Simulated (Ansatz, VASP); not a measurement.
**Ag: VASP beside Ansatz**

```
Ag
1.0
     2.87019    0.00000    0.00000
    -1.43509    2.48566    0.00000
     0.00000    0.00000    4.69222
Ag
2
Cartesian
  0.0000 1.6571 1.1731
  1.4351 0.8286 3.5192
```

Change from the starting cell: volume scaled by 0.94, ions relaxed.

Alike in both runs: functional PBE; k mesh 18 × 18 × 10; occupations fermi-dirac, width 0.05 eV; no spin polarisation.

Ansatz relaxed the structure, and its values are those at the end. VASP's run is a single point on that final structure, the one shown.

```csv
,VASP,Ansatz
version,VASP 6.6.1,Ansatz 0.2.0
potentials or method,"VASP PAW PBE potentials, release 64 (Ag)","plane-wave PAW, scalar-relativistic"
plane-wave cutoff (eV),520,420
valence electrons in the cell,22,38
```

|  | VASP | Ansatz | Ansatz less VASP |
| --- | --- | --- | --- |
| pressure (GPa) | 7.1 | 7.3 | +0.19 |

VASP's potentials hold 22 valence electrons a cell and Ansatz's 38, so a difference there can come from the potentials and not from the codes. Ansatz's warnings: stress scf threshold loose.
